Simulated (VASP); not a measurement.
Write the native input for VASP 6.6.1 that does the following.

* Task: single point
* Functional: PBE
* Potentials or basis: VASP PAW PBE potentials, release 64 (B, N)
* Cutoff: 600 eV
* k mesh: 12 × 12 × 12
* Occupations: gaussian, width 0.05 eV
* Spin: no spin polarisation
* Dipole correction: no
* Further INCAR settings: ALGO = Normal; EDIFF = 1e-06; NBANDS = 11

The structure of BN lies in POSCAR:

```
BN
1.0
    0.0000000000      1.8344110758      1.8344110758
    1.8344110758      0.0000000000      1.8344110758
    1.8845516452      1.8845516452     -0.0501405694
B N
1 1
Direct
    0.0000000000      0.0000000000      0.0000000000
    0.7500000000      0.7500000000      0.7500000000
```

One way to write it, as run:

INCAR

```
SYSTEM = BN
ALGO = Normal
EDIFF = 1E-6
ENCUT = 600
GGA = PE
GGA_COMPAT = .FALSE.
ISIF = 2
ISMEAR = 0
LASPH = .TRUE.
LCHARG = .FALSE.
LREAL = .FALSE.
LWAVE = .FALSE.
NBANDS = 11
NELM = 120
PREC = Accurate
SIGMA = 0.05
```

KPOINTS

```
k-points
0
G
  12 12 12
  0 0 0
```

Potentials or basis: VASP PAW PBE potentials, release 64 (B, N).

Command:

```sh
$ cat potpaw_PBE.64/B/POTCAR potpaw_PBE.64/N/POTCAR > POTCAR
$ mpirun -np 1 vasp_std > vasp.out
```

Results of the run:

The pressure is -24.2 GPa. The largest force is 0.158 eV/Å. The band gap on the k mesh is 4.27 eV, indirect (least direct gap 7.27 eV).

It took 44 s on 1 thread of Intel Xeon 8259CL, on a shared host, peak memory 0.16 GiB.
